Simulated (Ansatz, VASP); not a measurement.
## Two plane-wave programs on CdS

The input INCAR:

```
SYSTEM = CdS
PREC = Accurate
ENCUT = 600
EDIFF = 1E-6
ISMEAR = -1
SIGMA = 0.05
LREAL = .False.
LASPH = .True.
NELM = 100
ALGO = Normal
ISIF = 3
LWAVE = .False.
LCHARG = .False.
GGA = B5
ALDAX = 1.0
AGGAX = 1.0
AGGAC = 1.0
ALDAC = 0.0
IBRION = 2
NSW = 60
EDIFFG = -0.01
```

The input KPOINTS:

```
Automatic mesh
0
Gamma
  8 8 8
  0 0 0
```

The input POSCAR:

```
CdS
1.0
    0.0000000000      2.9165000000      2.9165000000
    2.9165000000      0.0000000000      2.9165000000
    2.9165000000      2.9165000000      0.0000000000
Cd S
1 1
Direct
    0.0000000000      0.0000000000      0.0000000000
    0.7500000000      0.7500000000      0.7500000000
```

Contents of input.yaml:

```yaml
crystal:
  lattice:
    - [0.0, 2.9165, 2.9165]
    - [2.9165, 0.0, 2.9165]
    - [2.9165, 2.9165, 0.0]
  atoms:
    - { symbol: Cd, position: [0.0, 0.0, 0.0] }
    - { symbol: S, position: [0.75, 0.75, 0.75] }
hamiltonian:
  xc: blyp
  pseudopotentials: { kind: paw }
kpoints:
  mp_grid: { grid: [8, 8, 8] }
scf:
  occupations: { method: fermi_dirac, width: 0.05 }
output:
  forces: true
  stress: true
relax:
  f_tol: 0.01
  max_steps: 40
  cell: { stress_tol: 0.05 }
```

Alike in both runs: task relaxation of cell and atoms; functional BLYP; k mesh 8 × 8 × 8; occupations fermi-dirac, width 0.05 eV; no spin polarisation.

|  | VASP | Ansatz |
| --- | --- | --- |
| version | VASP 6.6.1 | Ansatz 0.2.0 |
| potentials or method | VASP PAW PBE potentials, release 64 (Cd, S) | Ansatz PAW |
| plane-wave cutoff (eV) | 600 | 420 |
| valence electrons in the cell | 18 | 26 |

Ansatz gave:

```
relaxed volume (Å³/atom)                                        : 27.52
relaxed length of the cell vector where the two differ most in proportion (Å) : 4.270
```

Task: Estimate VASP's values.

Result: Relaxed volume (Å³/atom): 27.65; relaxed length of the cell vector where the two differ most in proportion (Å): 4.276.

VASP's potentials were made for PBE, not for BLYP. VASP's potentials hold 18 valence electrons a cell and Ansatz's 26, so a difference there can come from the potentials and not from the codes.

Noted on Ansatz's run: the plane-wave basis is chosen anew once the cell has moved, so the energies of steps on either side of that aren't comparable.
